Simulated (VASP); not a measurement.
# HgTe in VASP: further runs, part 2 of 2

VASP 6.6.1.

**3. Single point, r2SCAN (strain +0.030 along x and y, +0.030 along z)**

Input file POSCAR:

```
HgTe
1.0
    0.0000000000      3.3202050000      3.3202050000
    3.3202050000      0.0000000000      3.3202050000
    3.3202050000      3.3202050000      0.0000000000
Hg Te
1 1
Direct
    0.0000000000      0.0000000000      0.0000000000
    0.7500000000      0.7500000000      0.7500000000
```

Input file INCAR.step1:

```
PREC     = Accurate       # precision mode
ENCUT    = 520            # plane-wave cutoff, eV
ISMEAR   = 0              # smearing method
SIGMA    = 0.15           # smearing width, eV
LREAL    = False          # projectors in reciprocal space
LASPH    = True           # aspherical terms in the spheres
NELM     = 100            # most SCF steps
NBANDS   = 16             # bands
GGA      = PE             # functional
ALGO     = Normal         # electronic algorithm
EDIFF    = 1E-4           # SCF threshold, eV
LWAVE    = True           # write WAVECAR
LCHARG   = False          # write CHGCAR
```

Input file INCAR.step2:

```
PREC     = Accurate       # precision mode
ENCUT    = 520            # plane-wave cutoff, eV
EDIFF    = 1E-6           # SCF threshold, eV
ISMEAR   = 0              # smearing method
SIGMA    = 0.15           # smearing width, eV
LREAL    = False          # projectors in reciprocal space
LASPH    = True           # aspherical terms in the spheres
NELM     = 100            # most SCF steps
ALGO     = Normal         # electronic algorithm
ISIF     = 2              # what is computed and relaxed
LWAVE    = False          # write WAVECAR
LCHARG   = False          # write CHGCAR
METAGGA  = R2SCAN         # meta-GGA
LMIXTAU  = True         
NBANDS   = 16             # bands
ISTART   = 1
```

Input file KPOINTS:

```
regular mesh
0
Gamma
  14 14 14
```

Potentials or basis: VASP PAW PBE potentials, release 64 (Hg, Te).

The run is started by

```bash
$ cat potpaw_PBE.64/Hg/POTCAR potpaw_PBE.64/Te/POTCAR > POTCAR
$ cp INCAR.step1 INCAR
$ mpirun -np 1 vasp_std > vasp.out
$ cp INCAR.step2 INCAR
$ mpirun -np 1 vasp_std > vasp.out
```

OUTCAR:

```text
PREC = Accurate
   ENCUT = 520
   EDIFF = 1E-6
   ISMEAR = 0
   LREAL = False
   LASPH = True
   NELM = 100
   ISIF = 2
   METAGGA = R2SCAN
   ISTART = 1

 ion  position               nearest neighbor table
   1  0.000  0.000  0.000-   2 2.88   2 2.88   2 2.88   2 2.88
   2  0.750  0.750  0.750-   1 2.88   1 2.88   1 2.88   1 2.88

  LATTYP: Found a face centered cubic cell.
 ALAT       =     6.6404100000

  Lattice vectors:

 A1 = (   0.0000000000,   3.3202050000,   3.3202050000)
 A2 = (   3.3202050000,   0.0000000000,   3.3202050000)
 A3 = (   3.3202050000,   3.3202050000,   0.0000000000)

Analysis of symmetry for initial positions (statically):
=====================================================================
 Subroutine PRICEL returns:
 Original cell was already a primitive cell.

 Routine SETGRP: Setting up the symmetry group for a
 face centered cubic supercell.

 Subroutine GETGRP returns: Found 24 space group operations
 (whereof 24 operations were pure point group operations)
 out of a pool of 48 trial point group operations.

The static configuration has the point symmetry T_d .
[... 155 lines left out ...]
  ext. energy  EPLUGINS =         0.00000000
  ---------------------------------------------------
  free energy    TOTEN  =       -75.15783698 eV

  energy without entropy =      -75.15764012  energy(sigma->0) =      -75.15773855

 E-fermi :   2.1868     XC(G=0):  -8.9323

 val. band max:        2.0392903979   @ k =   0.0000   0.0000   0.0000
 cond. band min:       2.4484955015   @ k =   0.0714   0.0000   0.0000
 fundamental gap:      0.4092051035
 Fermi energy:         2.1867997062

 k-point     1 :       0.0000    0.0000    0.0000
  band No.  band energies     occupation
      1      -9.7984      2.00000
      2      -5.1510      2.00000
      3      -5.1510      2.00000
      4      -5.1510      2.00000
      5      -4.6768      2.00000
      6      -4.6768      2.00000
[... 433 lines left out ...]
      3      -5.0487      2.00000
      4      -4.9838      2.00000
      5      -4.6913      2.00000
      6      -4.6581      2.00000
[... 8 lines left out ...]
     15      11.4757      0.00000
     16      11.9201      0.00000

 [... further k-points ...]
[... 5 lines left out ...]
  --------------------------------------------------------------------------------------
  -------------------------------------------------------------------------------------
  Total       -0.4981139     -0.4981139     -0.4981139     -0.0000000      0.0000000      0.0000000
  in kB      -10.9022113    -10.9022113    -10.9022113     -0.0000000      0.0000000      0.0000000
  external PRESSURE =     -10.9022113 kB  Pullay stress =       0.0000000 kB

 VOLUME and BASIS-vectors are now :
 -----------------------------------------------------------------------------
  energy-cutoff  :      520.00
  volume of cell :       73.20
      direct lattice vectors                 reciprocal lattice vectors
     0.000000000  3.320205000  3.320205000    -0.150593111  0.150593111  0.150593111
     3.320205000  0.000000000  3.320205000     0.150593111 -0.150593111  0.150593111
     3.320205000  3.320205000  0.000000000     0.150593111  0.150593111 -0.150593111

 POSITION                                       TOTAL-FORCE (eV/Angst)
 -----------------------------------------------------------------------------------
      0.00000      0.00000      0.00000        -0.000000     -0.000000     -0.000000
      4.98031      4.98031      4.98031         0.000000      0.000000      0.000000
 -----------------------------------------------------------------------------------
    total drift:                               -0.000000     -0.000000     -0.000000

  FREE ENERGIE OF THE ION-ELECTRON SYSTEM (eV)
  ---------------------------------------------------
  free  energy   TOTEN  =       -75.1578369775 eV

  energy  without entropy=      -75.1576401244  energy(sigma->0) =      -75.15773855
```

OUTCAR.step1:

```text
PREC = Accurate
   ENCUT = 520
   ISMEAR = 0
   LREAL = False
   LASPH = True
[... 677 lines left out ...]
      0.00000      0.00000      0.00000        -0.000000     -0.000000     -0.000000
      4.98031      4.98031      4.98031         0.000000      0.000000      0.000000
 -----------------------------------------------------------------------------------
    total drift:                               -0.000000     -0.000000     -0.000000

  FREE ENERGIE OF THE ION-ELECTRON SYSTEM (eV)
  ---------------------------------------------------
  free  energy   TOTEN  =        -3.6516755635 eV

  energy  without entropy=       -3.6513358244  energy(sigma->0) =       -3.65150569
```

Wall time 5.2 min (1 thread of Intel Xeon Platinum 8488C (Sapphire Rapids), shared host); peak memory 0.3 GiB.

Results:

- Free energy: -75.1578 eV
- Pressure: -1.1 GPa
- Band gap on the k mesh: zero (filled and empty bands touch)

Levels at points of the mesh, in eV from the Fermi level:
| k point | band 5 | band 6 | band 7 | band 8 | band 9 | band 10 | band 11 | band 12 | band 13 | band 14 |
| --- | --- | --- | --- | --- | --- | --- | --- | --- | --- | --- |
| (0.00, 0.00, 0.00) | -6.86 | -6.86 | -0.77 | -0.15 | -0.15 | -0.15 | 4.57 | 4.57 | 4.57 | 6.66 |
| (0.50, 0.00, 0.00) | -6.85 | -6.59 | -5.26 | -1.01 | -1.01 | 0.79 | 5.31 | 5.31 | 6.97 | 8.03 |
| (0.50, 0.50, 0.00) | -6.81 | -6.47 | -5.28 | -2.16 | -2.16 | 1.95 | 2.79 | 8.25 | 8.96 | 8.96 |

Caveat: the cell differs from its parent crystal (strain +0.030 along x and y, +0.030 along z); the PAW data sets were made with another functional, which shifts forces and pressure a little; spin-orbit coupling is left out, which moves the levels of the heavy elements.

**4. Single point, r2SCAN (strain -0.030 along x and y, -0.015 along z)**

Input file POSCAR:

```
HgTe
1.0
    0.0000000000      3.1267950000      3.1751475000
    3.1267950000      0.0000000000      3.1751475000
    3.1267950000      3.1267950000      0.0000000000
Hg Te
1 1
Direct
    0.0000000000      0.0000000000      0.0000000000
    0.7500000000      0.7500000000      0.7500000000
```

Input file INCAR.step1:

```
SYSTEM = HgTe
PREC = Accurate
ENCUT = 520
ISMEAR = 0
SIGMA = 0.15
LREAL = .FALSE.
LASPH = .TRUE.
NELM = 60
NBANDS = 16
GGA = PE
ALGO = Normal
EDIFF = 1E-4
LWAVE = .TRUE.
LCHARG = .FALSE.
```

Input file INCAR.step2:

```
SYSTEM = HgTe
PREC = Accurate
ENCUT = 520
EDIFF = 1E-6
ISMEAR = 0
SIGMA = 0.15
LREAL = .FALSE.
LASPH = .TRUE.
NELM = 60
ALGO = Normal
ISIF = 2
LWAVE = .FALSE.
LCHARG = .TRUE.
METAGGA = R2SCAN
LMIXTAU = .TRUE.
LELF = .TRUE.
LVHAR = .TRUE.
NBANDS = 16
ISTART = 1
```

Input file KPOINTS:

```
Automatic mesh
0
G
  14 14 14
  0 0 0
```

The run is started by

```bash
$ cat potpaw_PBE.64/Hg/POTCAR potpaw_PBE.64/Te/POTCAR > POTCAR
$ cp INCAR.step1 INCAR
$ mpirun -np 1 vasp_std > vasp.out
$ cp INCAR.step2 INCAR
$ mpirun -np 1 vasp_std > vasp.out
```

Wall time 13 min (1 thread of Intel Xeon Platinum 8488C (Sapphire Rapids), shared host); peak memory 0.41 GiB.

It converged, with:

| Property | Result |
| --- | --- |
| Free energy | -74.9748 eV |
| Pressure | 7.7 GPa |
| Band gap on the k mesh | zero (filled and empty bands touch) |

Stress tensor (GPa, compression positive):
```
7.71 0.00 0.00
0.00 7.71 0.00
0.00 0.00 7.55
```

Levels at points of the mesh, in eV from the Fermi level:
| k point | band 7 | band 8 | band 9 | band 10 | band 11 | band 12 |
| --- | --- | --- | --- | --- | --- | --- |
| (0.00, 0.00, 0.00) | -0.31 | -0.17 | -0.11 | -0.11 | 4.24 | 4.24 |
| (0.50, 0.00, 0.00) | -6.40 | -1.38 | -1.30 | 0.83 | 5.08 | 5.18 |
| (0.50, 0.50, 0.00) | -6.28 | -2.85 | -2.85 | 1.98 | 2.43 | 8.88 |
| (0.50, 0.00, 0.50) | -6.20 | -2.94 | -2.89 | 1.85 | 2.34 | 9.00 |

Caveat: the cell differs from its parent crystal (strain -0.030 along x and y, -0.015 along z); the PAW data sets were made with another functional, which shifts forces and pressure a little; spin-orbit coupling is left out, which moves the levels of the heavy elements.

**5. Single point, r2SCAN (strain -0.030 along x and y, +0.000 along z)**

Input file POSCAR:

```
HgTe
1.0
    0.0000000000      3.1267950000      3.2235000000
    3.1267950000      0.0000000000      3.2235000000
    3.1267950000      3.1267950000      0.0000000000
Hg Te
1 1
Direct
    0.0000000000      0.0000000000      0.0000000000
    0.7500000000      0.7500000000      0.7500000000
```

Input file INCAR.step1:

```
SYSTEM = HgTe
ALGO = Normal
EDIFF = 1E-4
ENCUT = 520
GGA = PE
ISMEAR = 0
LASPH = .TRUE.
LCHARG = .FALSE.
LREAL = .FALSE.
LWAVE = .TRUE.
NBANDS = 16
NELM = 80
PREC = Accurate
SIGMA = 0.15
```

Input file INCAR.step2:

```
SYSTEM = HgTe
ALGO = Normal
EDIFF = 1E-6
ENCUT = 520
ISIF = 2
ISMEAR = 0
ISTART = 1
LASPH = .TRUE.
LCHARG = .FALSE.
LMIXTAU = .TRUE.
LREAL = .FALSE.
LWAVE = .FALSE.
METAGGA = R2SCAN
NBANDS = 16
NELM = 80
PREC = Accurate
SIGMA = 0.15
```

Input file KPOINTS:

```
k-points
0
G
  14 14 14
  0 0 0
```

The run is started by

```bash
$ cat potpaw_PBE.64/Hg/POTCAR potpaw_PBE.64/Te/POTCAR > POTCAR
$ cp INCAR.step1 INCAR
$ mpirun -np 1 vasp_std > vasp.out
$ cp INCAR.step2 INCAR
$ mpirun -np 1 vasp_std > vasp.out
```

It took 11 min on 1 thread of Intel Xeon Platinum 8488C (Sapphire Rapids), shared host; peak memory 0.41 GiB.

Results (log left out):

```yaml
Free_energy: -75.0158 eV
Pressure: 6.5 GPa
Band_gap_on_the_k_mesh: zero (filled and empty bands touch)
```

Stress tensor (GPa, compression positive):
```
6.65 0.00 0.00
0.00 6.65 0.00
0.00 0.00 6.29
```

Levels at points of the mesh, in eV from the Fermi level:
| k point | band 6 | band 7 | band 8 | band 9 | band 10 | band 11 | band 12 | band 13 |
| --- | --- | --- | --- | --- | --- | --- | --- | --- |
| (0.00, 0.00, 0.00) | -7.55 | -0.37 | -0.23 | -0.10 | -0.10 | 4.27 | 4.27 | 4.28 |
| (0.50, 0.00, 0.00) | -7.20 | -6.30 | -1.40 | -1.24 | 0.81 | 5.06 | 5.23 | 6.98 |
| (0.50, 0.50, 0.00) | -7.04 | -6.25 | -2.74 | -2.74 | 2.06 | 2.52 | 8.72 | 9.59 |
| (0.50, 0.00, 0.50) | -6.97 | -6.09 | -2.92 | -2.83 | 1.81 | 2.35 | 8.94 | 9.48 |

Caveat: the cell differs from its parent crystal (strain -0.030 along x and y, +0.000 along z); the PAW data sets were made with another functional, which shifts forces and pressure a little; spin-orbit coupling is left out, which moves the levels of the heavy elements.

**6. Overview**

```csv
cell,gap on the mesh (eV),pressure (GPa)
"a = 4.422 Å, angles 60.0°, 2 atoms",none,8.9
"a = 4.695 Å, angles 60.0°, 2 atoms",none,-1.1
"a = 4.456, b = 4.456, c = 4.422 Å, angles 60.3, 60.3, 59.5°, 2 atoms",none,7.7
"a = 4.491, b = 4.491, c = 4.422 Å, angles 60.5, 60.5, 59.0°, 2 atoms",none,6.5
```

Alike in all rows: task single point; level r2SCAN; potentials or basis VASP PAW PBE potentials, release 64 (Hg, Te); no spin polarisation; k mesh 14 × 14 × 14; cutoff (eV) 520; smearing gaussian 0.15 eV.

Caveats: the PAW data sets were made with another functional, which shifts forces and pressure a little; spin-orbit coupling is left out, which moves the levels of the heavy elements.

Total energies depend on the potentials used, so only differences within one code and one set of settings carry meaning.
